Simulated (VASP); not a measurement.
Input of a VASP 6.6.1 run:

The input INCAR:

```
PREC = Accurate
ENCUT = 600
EDIFF = 1E-8
ISMEAR = 0
SIGMA = 0.01
LREAL = F
LASPH = T
NELM = 80
ALGO = Normal
ISIF = 3
LWAVE = F
LCHARG = F
GGA = PS
NBANDS = 11
IBRION = 6
NFREE = 2
POTIM = 0.015
NSW = 1
```

File KPOINTS:

```
regular mesh
0
Gamma
  8 8 8
```

The input POSCAR:

```
BeTe
1.0
    0.0000000000      2.7875808297      2.7875808297
    2.7875808297      0.0000000000      2.7875808297
    2.7875808297      2.7875808297      0.0000000000
Be Te
1 1
Direct
    0.0000000000      0.0000000000      0.0000000000
    0.7500000000      0.7500000000      0.7500000000
```

Potentials or basis: VASP PAW PBE potentials, release 64 (Be, Te).

Command:

```sh
$ cat potpaw_PBE.64/Be/POTCAR potpaw_PBE.64/Te/POTCAR > POTCAR
$ mpirun -np 1 vasp_std > vasp.out
```

(1) Predict the elastic constants C11, C12, C44.

(2) Estimate the Voigt bulk modulus.

(3) What does it give for the highest phonon frequency at Γ, LO-TO splitting left out?

## Answers

(1) 104, 44, 52 GPa.

(2) 64 GPa.

(3) 484 cm⁻¹.

Caveat: the cell is under stress, which shifts elastic constants; the PAW data sets were made with another functional, which shifts forces and pressure a little.
